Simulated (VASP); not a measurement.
Here is a VASP 6.6.1 calculation.

Contents of INCAR:

```
PREC = Accurate
ENCUT = 520
EDIFF = 1E-6
ISMEAR = 0
SIGMA = 0.1
LREAL = F
LASPH = T
NELM = 150
ALGO = Normal
ISIF = 2
LWAVE = F
LCHARG = T
ISPIN = 2
MAGMOM = -1 -1 1 0
LORBIT = 11
LMAXMIX = 4
GGA = PE
LELF = T
LVHAR = T
NBANDS = 32
```

The input KPOINTS:

```
Automatic mesh
0
Gamma
  4 4 4
```

The input POSCAR:

```
Cu3O
1.0
    3.9698561423      0.0000000000      0.0000000000
    0.0000000000      3.9698561423      0.0000000000
    0.0000000000      0.0000000000      3.9698549705
Cu O
3 1
Direct
    0.5000000000      0.0000000000      0.0000000000
    0.0000000000      0.5000000000      0.0000000000
    0.0000000000      0.0000000000      0.5000000000
    0.0000000000      0.0000000000      0.0000000000
```

Potentials or basis: VASP PAW PBE potentials, release 64 (Cu, O).

Launch:

```console
$ cat potpaw_PBE.64/Cu/POTCAR potpaw_PBE.64/O/POTCAR > POTCAR
$ mpirun -np 1 vasp_std > vasp.out
```

(1) Predict the pressure.

(2) Predict the net moment.

Answers

(1) 0.4 GPa.

(2) 0.00 μB per cell.

Caveat: the k points lie up to 0.40 Å⁻¹ apart.
